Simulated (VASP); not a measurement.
# AlN (P6_3/mmc) in VASP: further runs

AlN is run at these levels: PBE, HSE06, PBE-based screened hybrid; tasks: single point.

Program: VASP 6.6.1. These are calculated values, not measurements. Logs are shortened: lines on timing, memory, paths and dates and some standing lists are left out, and cuts for length are marked.

### 1 The cell of the first run

It takes space group P6_3/mmc (No. 194, hexagonal). Conventional cell: a = 2.833 Å, b = 2.833 Å, c = 4.841 Å, α = 90.00°, β = 90.00°, γ = 120.00°. Al (site symmetry -3m) has 6 N at 2.03 Å and 2 Al at 2.42 Å within 2.7 Å. N (site symmetry -6m2) has 6 Al at 2.03 Å within 2.7 Å.

### 2 Single point, PBE

INCAR reads:

```
SYSTEM = AlN
ALGO     = Normal         ! electronic algorithm
EDIFF    = 1E-6           ! SCF threshold, eV
ENCUT    = 520            ! plane-wave cutoff, eV
GGA      = PE             ! functional
ISIF     = 2              ! what is computed and relaxed
ISMEAR   = 0              ! smearing method
LASPH    = .TRUE.         ! aspherical terms in the spheres
LCHARG   = .FALSE.        ! write CHGCAR
LREAL    = .FALSE.        ! projectors in reciprocal space
LWAVE    = .FALSE.        ! write WAVECAR
NBANDS   = 16             ! bands
NELM     = 100            ! most SCF steps
PREC     = Accurate       ! precision mode
SIGMA    = 0.01           ! smearing width, eV
```

KPOINTS reads:

```
k-points
0
G
  9 9 4
  0 0 0
```

POSCAR reads:

```
AlN
1.0
    2.8328531135      0.0000000000      0.0000000000
   -1.4164265567      2.4533227615      0.0000000000
    0.0000000000      0.0000000000      4.8410108391
Al N
2 2
Direct
    0.0000000000      0.0000000000      0.0000000000
    0.0000000000      0.0000000000      0.5000000000
    0.3333333333      0.6666666667      0.2500000000
    0.6666666667      0.3333333333      0.7500000000
```

Potentials or basis: VASP PAW PBE potentials, release 64 (Al, N).

Started as:

```console
cat potpaw_PBE.64/Al/POTCAR potpaw_PBE.64/N/POTCAR > POTCAR
mpirun -np 1 vasp_std > vasp.out
```

OUTCAR:

```text
SYSTEM = AlN
   EDIFF = 1E-6
   ENCUT = 520
   GGA = PE
   ISIF = 2
   ISMEAR = 0
   LASPH = .TRUE.
   LREAL = .FALSE.
   NELM = 100
   PREC = Accurate

 ion  position               nearest neighbor table
   1  0.000  0.000  0.000-   3 2.03   4 2.03   3 2.03   4 2.03   4 2.03   3 2.03   2 2.42   2 2.42

   2  0.000  0.000  0.500-   3 2.03   4 2.03   3 2.03   4 2.03   4 2.03   3 2.03   1 2.42   1 2.42

   3  0.333  0.667  0.250-   1 2.03   2 2.03   1 2.03   2 2.03   1 2.03   2 2.03
   4  0.667  0.333  0.750-   1 2.03   2 2.03   1 2.03   2 2.03   1 2.03   2 2.03

  LATTYP: Found a hexagonal cell.
 ALAT       =     2.8328531135
 C/A-ratio  =     1.7088816981

  Lattice vectors:

 A1 = (   2.8328531135,   0.0000000000,   0.0000000000)
 A2 = (  -1.4164265567,   2.4533227615,   0.0000000000)
 A3 = (   0.0000000000,   0.0000000000,   4.8410108391)

Analysis of symmetry for initial positions (statically):
=====================================================================
 Subroutine PRICEL returns:
 Original cell was already a primitive cell.

 Routine SETGRP: Setting up the symmetry group for a
 hexagonal supercell.

 Subroutine GETGRP returns: Found 24 space group operations
 (whereof 12 operations were pure point group operations)
 out of a pool of 24 trial point group operations.

The static configuration has the point symmetry D_3d.
 The point group associated with its full space group is D_6h.

Analysis of symmetry for dynamics (positions and initial velocities):
=====================================================================
 Subroutine PRICEL returns:
 Original cell was already a primitive cell.

 Routine SETGRP: Setting up the symmetry group for a
 hexagonal supercell.

 Subroutine GETGRP returns: Found 24 space group operations
 (whereof 12 operations were pure point group operations)
 out of a pool of 24 trial point group operations.

The dynamic configuration has the point symmetry D_3d.
 The point group associated with its full space group is D_6h.

 Subroutine INISYM returns: Found 24 space group operations
 (whereof 12 operations are pure point group operations),
 and found     1 'primitive' translations

----------------------------------------------------------------------------------------

                                     Primitive cell

  volume of cell :      33.6446

  direct lattice vectors                    reciprocal lattice vectors
     2.832853114  0.000000000  0.000000000     0.353001006  0.203805226  0.000000000
    -1.416426557  2.453322761  0.000000000     0.000000000  0.407610452  0.000000000
     0.000000000  0.000000000  4.841010839     0.000000000  0.000000000  0.206568428

  length of vectors
     2.832853114  2.832853113  4.841010839     0.407610452  0.407610452  0.206568428

  position of ions in fractional coordinates (direct lattice)
     0.000000000  0.000000000  0.000000000
     0.000000000  0.000000000  0.500000000
     0.333333333  0.666666667  0.250000000
     0.666666667  0.333333333  0.750000000

  ion indices of the primitive-cell ions
   primitive index   ion index
                 1           1
                 2           2
                 3           3
                 4           4

----------------------------------------------------------------------------------------

 KPOINTS: k-points

Automatic generation of k-mesh.
 Grid dimensions read from file:
 generate k-points for:    9    9    4

 Generating k-lattice:

  Cartesian coordinates                     Fractional coordinates (reciprocal lattice)
     0.039222334  0.022645025  0.000000000     0.111111111  0.000000000  0.000000000
     0.000000000  0.045290050  0.000000000     0.000000000  0.111111111  0.000000000
     0.000000000  0.000000000  0.051642107     0.000000000  0.000000000  0.250000000

  Length of vectors
     0.045290050  0.045290050  0.051642107

  Shift w.r.t. Gamma in fractional coordinates (k-lattice)
     0.000000000  0.000000000  0.000000000

 Subroutine IBZKPT returns following result:
 ===========================================

 Found     36 irreducible k-points:

 Following reciprocal coordinates:
            Coordinates               Weight
  0.000000  0.000000  0.000000      1.000000
  0.111111  0.000000  0.000000      6.000000
  0.222222  0.000000  0.000000      6.000000
  0.333333  0.000000  0.000000      6.000000
  0.444444  0.000000  0.000000      6.000000
  0.111111  0.111111  0.000000      6.000000
[... 16 lines left out ...]
  0.333333  0.222222  0.250000     24.000000
  0.333333  0.333333  0.250000      4.000000
 [... further k-points ...]
   k-points           NKPTS =     36   k-points in BZ     NKDIM =     36   number of bands    NBANDS=     16
   number of dos      NEDOS =    301   number of ions     NIONS =      4
   total plane-waves  NPLWV =  20736
   dimension x,y,z NGX =    24 NGY =   24 NGZ =   36
   dimension x,y,z NGXF=    48 NGYF=   48 NGZF=   72
   ions per type =               2   2
   NGX,Y,Z   is equivalent  to a cutoff of  14.08, 14.08, 12.36 a.u.
   NGXF,Y,Z  is equivalent  to a cutoff of  28.17, 28.17, 24.73 a.u.
 SYSTEM =  AlN
   PREC   = accura    normal or accurate (medium, high low for compatibility)
   ISTART =      0    job   : 0-new  1-cont  2-samecut
   ICHARG =      2    charge: 1-file 2-atom 10-const
   ISPIN  =      1    spin polarized calculation?
   LNONCOLLINEAR =      F non collinear calculations
   LSORBIT =      F    spin-orbit coupling
   LASPH  =      T    aspherical Exc in radial PAW
   ENCUT  =  520.0 eV  38.22 Ry    6.18 a.u.   5.27  5.27  9.00*2*pi/ulx,y,z
   NELM   =    100;   NELMIN=  2; NELMDL= -5     # of ELM steps
   EDIFF  = 0.1E-05   stopping-criterion for ELM
   LREAL  =      F    real-space projection
   EDIFFG = 0.1E-04   stopping-criterion for IOM
   NSW    =      0    number of steps for IOM
   IBRION =     -1    ionic relax: 0-MD 1-quasi-New 2-CG
   NFREE  =      0    steps in history (QN), initial steepest desc. (CG)
   ISIF   =      2    stress and relaxation
   ISYM   =      2    0-nonsym 1-usesym 2-fastsym
   POTIM  = 0.5000    time-step for ionic-motion
   TEBEG  =    0.0;   TEEND  =   0.0 temperature during run
   PSTRESS=    0.0 pullay stress
   NELECT =      16.0000    total number of electrons
   NUPDOWN=      -1.0000    fix difference up-down
   EMIN   =  10.00;   EMAX   =-10.00  energy-range for DOS
   EFERMI =   0.00;   METHOD = LEGACY
   ISMEAR =     0;   SIGMA  =   0.01  broadening in eV -4-tet -1-fermi 0-gaus
   EFERMI_NEDOS =   21; number of points for ismear=-14 and -15
   IALGO  =     38    algorithm
   IMIX   =      4    mixing-type and parameters
     AMIX     =   0.40;   BMIX     =  1.00
     AMIX_MAG =   1.60;   BMIX_MAG =  1.00
  volume/ion in A,a.u.               =       8.41        56.76
  Fermi-wavevector in a.u.,A,eV,Ry     =   1.277840  2.414768 22.216622  1.632876
  Thomas-Fermi vector in A             =   2.410417
   LORBIT       =      0    0 simple, 1 ext, 2 COOP (PROOUT), +10 PAW based schemes
   GGA     = PE    functional components
   LHFCALC =     F    Hartree Fock is set to
   AEXX    =    0.0000 exact exchange contribution
   IVDW    =     0    specifies the selected vdW correction
   LEPSILON=     F    determine dielectric tensor
   LRPA    =     F    only Hartree local field effects (RPA)
 non-spin polarized calculation
 Gauss-broadening in eV      SIGMA  =   0.01
  energy-cutoff  :      520.00
  volume of cell :       33.64
 maximum number of plane-waves:       924
 NGX is ok and might be reduce to    24
   NGX = 11   NGY = 11   NGZ = 19

 number of electron      15.9999999 magnetization

 Free energy of the ion-electron system (eV)
  ---------------------------------------------------
  ext. energy  EPLUGINS =         0.00000000
  ---------------------------------------------------
  free energy    TOTEN  =       -28.44185146 eV

  energy without entropy =      -28.44185146  energy(sigma->0) =      -28.44185146

 E-fermi :   9.8689     XC(G=0): -12.1774

 val. band max:        9.8004668551   @ k =   0.0000   0.0000   0.0000
 cond. band min:      14.8942454355   @ k =   0.4444   0.0000   0.2500
 fundamental gap:      5.0937785804
 Fermi energy:         9.8688579663

 k-point     1 :       0.0000    0.0000    0.0000
  band No.  band energies     occupation
      1      -7.7119      2.00000
      2      -4.7878      2.00000
      3       1.2056      2.00000
      4       8.9462      2.00000
      5       8.9462      2.00000
      6       9.2452      2.00000
[... 8 lines left out ...]
     15      23.1536      0.00000
     16      23.1536      0.00000

 k-point     2 :       0.1111    0.0000    0.0000
  band No.  band energies     occupation
      1      -7.4833      2.00000
      2      -4.6343      2.00000
      3       1.4525      2.00000
      4       7.8749      2.00000
      5       8.6742      2.00000
      6       8.8219      2.00000
[... 8 lines left out ...]
     15      22.7581      0.00000
     16      22.7960      0.00000

 k-point     3 :       0.2222    0.0000    0.0000
  band No.  band energies     occupation
      1      -6.8199      2.00000
      2      -4.2214      2.00000
      3       2.1701      2.00000
      4       5.7045      2.00000
      5       6.9366      2.00000
      6       8.1068      2.00000
[... 8 lines left out ...]
     15      22.0548      0.00000
     16      24.2290      0.00000

 k-point     4 :       0.3333    0.0000    0.0000
  band No.  band energies     occupation
      1      -5.8107      2.00000
      2      -3.7446      2.00000
      3       3.2724      2.00000
      4       3.6163      2.00000
      5       5.0752      2.00000
      6       7.5803      2.00000
[... 8 lines left out ...]
     15      21.6041      0.00000
     16      25.7634      0.00000
[... 324 lines left out ...]
 k-point    22 :       0.2222    0.2222    0.2500
  band No.  band energies     occupation
      1      -5.0550      2.00000
      2      -3.8407      2.00000
      3       3.3503      2.00000
      4       3.7604      2.00000
      5       5.4248      2.00000
      6       5.9404      2.00000
[... 8 lines left out ...]
     15      20.9875      0.00000
     16      23.7774      0.00000

 k-point    23 :       0.3333    0.2222    0.2500
  band No.  band energies     occupation
      1      -4.1753      2.00000
      2      -3.5913      2.00000
      3       2.6751      2.00000
      4       3.4670      2.00000
      5       4.7447      2.00000
      6       5.7077      2.00000
[... 8 lines left out ...]
     15      22.0999      0.00000
     16      23.7879      0.00000

 k-point    24 :       0.3333    0.3333    0.2500
  band No.  band energies     occupation
      1      -3.6733      2.00000
      2      -3.6733      2.00000
      3       2.8557      2.00000
      4       3.9866      2.00000
      5       3.9866      2.00000
      6       4.5993      2.00000
[... 8 lines left out ...]
     15      21.7085      0.00000
     16      23.4440      0.00000

 [... further k-points ...]
[... 5 lines left out ...]
  --------------------------------------------------------------------------------------
  -------------------------------------------------------------------------------------
  Total        1.1502665      1.1502665      1.4527089      0.0000000      0.0000000      0.0000000
  in kB       54.7764983     54.7764983     69.1790151      0.0000000      0.0000000      0.0000000
  external PRESSURE =      59.5773372 kB  Pullay stress =       0.0000000 kB

 VOLUME and BASIS-vectors are now :
 -----------------------------------------------------------------------------
  energy-cutoff  :      520.00
  volume of cell :       33.64
      direct lattice vectors                 reciprocal lattice vectors
     2.832853114  0.000000000  0.000000000     0.353001006  0.203805226  0.000000000
    -1.416426557  2.453322761  0.000000000     0.000000000  0.407610452  0.000000000
     0.000000000  0.000000000  4.841010839     0.000000000  0.000000000  0.206568428

 POSITION                                       TOTAL-FORCE (eV/Angst)
 -----------------------------------------------------------------------------------
      0.00000      0.00000      0.00000        -0.000000      0.000000      0.000000
      0.00000      0.00000      2.42051        -0.000000      0.000000      0.000000
     -0.00000      1.63555      1.21025        -0.000000     -0.000000     -0.000000
      1.41643      0.81777      3.63076         0.000000      0.000000      0.000000
 -----------------------------------------------------------------------------------
    total drift:                               -0.000000      0.000000     -0.000000

  FREE ENERGIE OF THE ION-ELECTRON SYSTEM (eV)
  ---------------------------------------------------
  free  energy   TOTEN  =       -28.4418514577 eV

  energy  without entropy=      -28.4418514577  energy(sigma->0) =      -28.44185146
```

Wall time 33 s (1 thread of AMD EPYC, shared host); peak memory 0.12 GiB.

What came out:

| Property | Result |
| --- | --- |
| Free energy | -28.4419 eV |
| Pressure | 6.0 GPa |
| Band gap on the k mesh | 5.09 eV, indirect (least direct gap 5.18 eV) |

Stress tensor (GPa, compression positive):
```
5.48 0.00 0.00
0.00 5.48 0.00
0.00 0.00 6.92
```

A k mesh can miss the band edges. PBE gaps usually lie below the measured ones, often by a third to a half.

### 3 Single point, HSE06

POSCAR is that of step 2.

INCAR.step1 reads:

```
SYSTEM = AlN
ALGO = Normal ; EDIFF = 1E-5
ENCUT = 520 ; GGA = PE
ISIF = 2 ; ISMEAR = 0
LASPH = .True. ; LCHARG = .False.
LREAL = .False. ; LWAVE = .True.
NBANDS = 16 ; NELM = 80
PREC = Accurate ; SIGMA = 0.01
```

INCAR.step2 reads:

```
SYSTEM = AlN
ALGO = Normal ; EDIFF = 1E-7
ENCUT = 520 ; GGA = PE
HFSCREEN = 0.2079 ; ISIF = 2
ISMEAR = 0 ; ISTART = 1
LASPH = .True. ; LCHARG = .False.
LHFCALC = .True. ; LREAL = .False.
LWAVE = .False. ; NBANDS = 16
NELM = 80 ; PREC = Accurate
PRECFOCK = Normal ; SIGMA = 0.01
```

KPOINTS reads:

```
k-points
0
Gamma
  6 6 2
  0 0 0
```

Potentials or basis: VASP PAW PBE potentials, release 64 (Al, N).

Started as:

```console
cat potpaw_PBE.64/Al/POTCAR potpaw_PBE.64/N/POTCAR > POTCAR
cp INCAR.step1 INCAR
mpirun -np 1 vasp_std > vasp.out
cp INCAR.step2 INCAR
mpirun -np 1 vasp_std > vasp.out
```

It took 16 min on 1 thread of AMD EPYC, shared host; peak memory 0.22 GiB.

Results (log left out):

```yaml
Free_energy: -33.5758 eV
Pressure: -1.7 GPa
Band_gap_on_the_k_mesh: 6.68 eV, indirect (the least direct gap lies 1.0 meV higher)
```

Stress tensor (GPa, compression positive):
```
-1.90  0.00  0.00
 0.00 -1.90  0.00
 0.00  0.00 -1.22
```

Levels at points of the mesh, in eV from the valence-band top:
```csv
k point,band 5,band 6,band 7,band 8,band 9,band 10,band 11,band 12
"(0.00, 0.00, 0.00)",-0.92,-0.55,0.00,0.00,6.68,7.80,10.59,14.12
"(0.50, 0.00, 0.00)",-5.43,-3.21,-2.80,-1.18,6.71,7.84,8.09,12.43
"(0.00, 0.00, 0.50)",-0.47,-0.47,-0.47,-0.47,8.17,8.17,12.27,12.27
"(0.50, 0.00, 0.50)",-2.85,-2.85,-2.08,-2.08,7.05,7.05,8.56,8.56
```

Caveat: the k points lie up to 0.65 Å⁻¹ apart; the PAW data sets were made with another functional, which shifts forces and pressure a little. A k mesh can miss the band edges.

### 4 Single point, PBE-based screened hybrid

POSCAR is that of step 3.

INCAR.step1 reads:

```
PREC = Accurate
ENCUT = 520
EDIFF = 1E-5
ISMEAR = 0
SIGMA = 0.01
LREAL = F
LASPH = T
NELM = 80
ALGO = Normal
ISIF = 2
LWAVE = T
LCHARG = F
NBANDS = 16
GGA = PE
```

INCAR.step2 reads:

```
PREC = Accurate
ENCUT = 520
EDIFF = 1E-6
ISMEAR = 0
SIGMA = 0.01
LREAL = F
LASPH = T
NELM = 80
ALGO = Normal
ISIF = 2
LWAVE = F
LCHARG = F
GGA = PE
LHFCALC = T
AEXX = 0.35
HFSCREEN = 0.5
PRECFOCK = Normal
NBANDS = 16
ISTART = 1
```

KPOINTS reads:

```
regular mesh
0
Gamma
  6 6 2
```

Started as:

```console
cat potpaw_PBE.64/Al/POTCAR potpaw_PBE.64/N/POTCAR > POTCAR
cp INCAR.step1 INCAR
mpirun -np 1 vasp_std > vasp.out
cp INCAR.step2 INCAR
mpirun -np 1 vasp_std > vasp.out
```

Run time: 18 min. Hardware: 1 thread of AMD EPYC, shared host; peak memory 0.22 GiB.

Results (log left out):

```yaml
Free_energy: -32.8213 eV
Pressure: -2.5 GPa
Band_gap_on_the_k_mesh: 6.34 eV, indirect (least direct gap 6.36 eV)
```

Stress tensor (GPa, compression positive):
```
-2.68  0.00  0.00
 0.00 -2.68  0.00
 0.00  0.00 -2.05
```

Levels at points of the mesh, in eV from the valence-band top:
```
           k point  band 4  band 5  band 6  band 7  band 8  band 9  band 10  band 11  band 12  band 13
(0.00, 0.00, 0.00)   -0.91   -0.91   -0.55    0.00    0.00    6.36     7.49    10.29    13.79    13.79
(0.50, 0.00, 0.00)   -6.70   -5.39   -3.19   -2.79   -1.18    6.41     7.51     7.78    12.09    12.46
(0.00, 0.00, 0.50)   -5.23   -0.47   -0.47   -0.47   -0.47    7.86     7.86    11.96    11.96    13.26
(0.50, 0.00, 0.50)   -8.36   -2.84   -2.84   -2.07   -2.07    6.72     6.72     8.26     8.26    14.72
```

Caveat: the k points lie up to 0.65 Å⁻¹ apart; the PAW data sets were made with another functional, which shifts forces and pressure a little. A k mesh can miss the band edges.

### 5 Overview

| level | k mesh | grid for exact exchange (PRECFOCK) | screening parameter | share of exact exchange | gap on the mesh (eV) | pressure (GPa) |
| --- | --- | --- | --- | --- | --- | --- |
| PBE | 9 × 9 × 4 | - | - | - | 5.09 | 6.0 |
| HSE06 | 6 × 6 × 2 | Normal | 0.2079 1/Å | - | 6.68 | -1.7 |
| PBE-based screened hybrid | 6 × 6 × 2 | Normal | 0.5 1/Å | 0.35 | 6.34 | -2.5 |

Alike in all rows: task single point; potentials or basis VASP PAW PBE potentials, release 64 (Al, N); no spin polarisation; cell as given; cutoff (eV) 520; smearing gaussian 0.01 eV.

Caveats: some runs use coarse meshes; the PAW data sets were made with another functional, which shifts forces and pressure a little (some runs).

Absolute energies hang on the potentials; compare differences alone.
